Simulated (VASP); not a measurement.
# BN (F-43m) in VASP: further runs, part 2 of 2

VASP 6.6.1. The steps go on from the part before.

**3. G0W0 quasiparticle levels, PBE**

POSCAR

```
BN
1.0
    0.0000000000      1.8048254679      1.8048254679
    1.8048254679      0.0000000000      1.8048254679
    1.8048254679      1.8048254679      0.0000000000
B N
1 1
Direct
    0.0000000000      0.0000000000      0.0000000000
    0.2500000000      0.2500000000      0.2500000000
```

INCAR.step1

```
PREC     = Accurate       # precision mode
ENCUT    = 500            # plane-wave cutoff, eV
EDIFF    = 1E-8           # SCF threshold, eV
ISMEAR   = 0              # smearing method
SIGMA    = 0.01           # smearing width, eV
LREAL    = F              # projectors in reciprocal space
LASPH    = T              # aspherical terms in the spheres
NELM     = 100            # most SCF steps
ALGO     = Normal         # electronic algorithm
LWAVE    = T              # write WAVECAR
LCHARG   = F              # write CHGCAR
GGA      = PE             # functional
```

INCAR.step2

```
PREC     = Accurate       # precision mode
ENCUT    = 500            # plane-wave cutoff, eV
EDIFF    = 1E-8           # SCF threshold, eV
ISMEAR   = 0              # smearing method
SIGMA    = 0.01           # smearing width, eV
LREAL    = F              # projectors in reciprocal space
LASPH    = T              # aspherical terms in the spheres
NELM     = 1              # most SCF steps
ALGO     = Exact          # electronic algorithm
LWAVE    = T              # write WAVECAR
LCHARG   = F              # write CHGCAR
GGA      = PE             # functional
NBANDS   = 48             # bands
LOPTICS  = T              # frequency-dependent dielectric function
ISTART   = 1
```

INCAR.step3

```
PREC     = Accurate       # precision mode
ENCUT    = 500            # plane-wave cutoff, eV
EDIFF    = 1E-8           # SCF threshold, eV
ISMEAR   = 0              # smearing method
SIGMA    = 0.01           # smearing width, eV
LREAL    = F              # projectors in reciprocal space
LASPH    = T              # aspherical terms in the spheres
ALGO     = EVGW0          # electronic algorithm
LWAVE    = F              # write WAVECAR
LCHARG   = F              # write CHGCAR
GGA      = PE             # functional
NELMGW   = 1            
NBANDS   = 48             # bands
ENCUTGW  = 140.0          # cutoff of the response function
NOMEGA   = 48             # frequency points
PRECFOCK = Fast         
ISTART   = 1            
NBANDSGW = 12
```

KPOINTS

```
Automatic mesh
0
Gamma
  6 6 6
```

Potentials or basis: VASP PAW PBE potentials, release 64 (B_GW, N_GW).

Command:

```console
$ cat potpaw_PBE.64/B_GW/POTCAR potpaw_PBE.64/N_GW/POTCAR > POTCAR
$ cp INCAR.step1 INCAR
$ mpirun -np 1 vasp_std > vasp.out
$ cp INCAR.step2 INCAR
$ mpirun -np 1 vasp_std > vasp.out
$ cp INCAR.step3 INCAR
$ mpirun -np 1 vasp_std > vasp.out
```

OUTCAR:

```text
PREC = Accurate
   ENCUT = 500
   EDIFF = 1E-8
   ISMEAR = 0
   LREAL = F
   LASPH = T
   GGA = PE
   NELMGW = 1
   ENCUTGW = 140.0
   PRECFOCK = Fast
   ISTART = 1

 ion  position               nearest neighbor table
   1  0.000  0.000  0.000-   2 1.56   2 1.56   2 1.56   2 1.56
   2  0.250  0.250  0.250-   1 1.56   1 1.56   1 1.56   1 1.56

  LATTYP: Found a face centered cubic cell.
 ALAT       =     3.6096509358

  Lattice vectors:

 A1 = (   0.0000000000,   1.8048254679,   1.8048254679)
 A2 = (   1.8048254679,   0.0000000000,   1.8048254679)
 A3 = (   1.8048254679,   1.8048254679,   0.0000000000)

Analysis of symmetry for initial positions (statically):
=====================================================================
 Subroutine PRICEL returns:
 Original cell was already a primitive cell.
[... 156 lines left out ...]
   NELMGW              =     1    number of iterations in solving QP/BSE equation
   NELMHF              =     1    number of iterations in the inner HF iteration
   NKREDLFX            =     1    NKREDLFY  =   1   NKREDLFZ  =   1
 non-spin polarized calculation
 Gauss-broadening in eV      SIGMA  =   0.01
  energy-cutoff  :      500.00
  volume of cell :       11.76
 maximum number of plane-waves:       310
 NGX is ok and might be reduce to    20
  NGX = 12; NGY = 12; NGZ = 12
   NGX =  9   NGY =  9   NGZ =  9
 maximum number of plane-waves:        59

 QP shifts <psi_nk| G(iteration)W_0 |psi_nk>: iteration 1
 for sc-GW calculations column KS-energies equals QP-energies in previous step
 and V_xc(KS)=  KS-energies - (<T + V_ion + V_H > + <T+V_H+V_ion>^1  + <V_x>^1)

 k-point   1 :       0.0000    0.0000    0.0000
  band No.  KS-energies  QP-energies   sigma(KS)   V_xc(KS)     V^pw_x(r,r')   Z            occupation Imag(sigma)

      1     -12.7664     -14.7176     -18.0071     -15.4971     -26.5176       0.7774       2.0000       1.4663
      2       7.5171       6.8133     -19.1526     -18.2998     -21.9092       0.8253       2.0000       0.0902
      3       7.5171       6.8133     -19.1526     -18.2998     -21.9092       0.8253       2.0000       0.0902
      4       7.5171       6.8133     -19.1526     -18.2998     -21.9092       0.8253       2.0000       0.0902
      5      16.3585      17.7545     -12.1239     -13.8009      -7.0177       0.8324       0.0000      -0.1111
      6      16.3585      17.7545     -12.1239     -13.8009      -7.0177       0.8324       0.0000      -0.1111
      7      16.3585      17.7545     -12.1239     -13.8009      -7.0177       0.8324       0.0000      -0.1111
      8      17.9365      19.1822     -13.9171     -15.4444      -8.3820       0.8156       0.0000      -0.1371
      9      32.3460      32.8968     -10.7629     -11.4569      -3.3124       0.7938       0.0000      -0.6111
     10      35.3495      36.6655     -11.7715     -13.3424      -5.4646       0.8378       0.0000      -0.5820
     11      35.3495      36.6655     -11.7715     -13.3424      -5.4646       0.8378       0.0000      -0.5820
     12      35.9536      36.7632     -10.1491     -11.1067      -3.0540       0.8453       0.0000      -1.0171
[... 228 lines left out ...]
      1      -6.9251      -8.4173     -19.4656     -17.4809     -26.9063       0.7518       2.0000       0.6915
      2      -0.7040      -2.2667     -17.4580     -15.4654     -22.1106       0.7842       2.0000       0.2048
      3       1.2943      -0.0411     -17.4811     -15.8126     -21.4612       0.8003       2.0000       0.1531
      4       1.3344       0.0575     -16.9239     -15.3355     -20.6535       0.8039       2.0000       0.1450
      5      15.3084      16.3695     -12.6331     -13.9037      -7.8517       0.8351       0.0000      -0.1074
      6      19.5701      20.7554     -12.1301     -13.5608      -6.6699       0.8285       0.0000      -0.1325
      7      22.6632      24.3045     -13.1442     -15.2165      -6.4472       0.7920       0.0000      -0.2238
      8      24.3752      26.1170     -13.4000     -15.6215      -6.4999       0.7841       0.0000      -0.2516
      9      27.1737      28.8589     -14.0720     -16.2398      -6.8276       0.7774       0.0000      -0.3422
     10      33.4907      35.0480     -11.9631     -13.9142      -4.2245       0.7982       0.0000      -0.7551
     11      37.7926      38.9065     -11.5295     -12.8791      -4.1988       0.8253       0.0000      -0.9794
     12      40.9414      42.3092     -11.2931     -12.9550      -3.8572       0.8231       0.0000      -1.0745
```

OUTCAR.step2:

```text
PREC = Accurate
   ENCUT = 500
   EDIFF = 1E-8
   ISMEAR = 0
   LREAL = F
[... 849 lines left out ...]
     0.00000     4.79439     4.79439     4.79439    -0.00000    -0.00000    -0.00000
     1.79536     4.87675     4.87675     4.87675    -0.00000    -0.00000    -0.00000
     3.59073     5.15447     5.15447     5.15447    -0.00000    -0.00000    -0.00000
     5.38609     5.74379     5.74379     5.74379    -0.00000    -0.00000    -0.00000
     7.18145     7.06392     7.06392     7.06392    -0.00000    -0.00000    -0.00000
     8.97681    10.15310    10.15310    10.15310    -0.00000    -0.00000    -0.00000
[... 92 lines left out ...]
   175.94555     0.96915     0.96915     0.96915     0.00000     0.00000     0.00000
   177.74091     0.96981     0.96981     0.96981     0.00000     0.00000     0.00000
```

Wall time 35 s (1 thread of Intel Xeon 6975P-C (Granite Rapids), shared host); peak memory 0.2 GiB.

Results:

| Property | Result |
| --- | --- |
| Quasiparticle gap | 5.92 eV |
| Least direct quasiparticle gap | 10.94 eV |
| Band gap of the starting levels on the mesh | 4.47 eV |
| Least direct gap of the starting levels on the mesh | 8.84 eV |

Caveat: the k points lie up to 0.50 Å⁻¹ apart; bands, screening cutoff and mesh are small and nothing is extrapolated, so the quasiparticle values aren't converged.
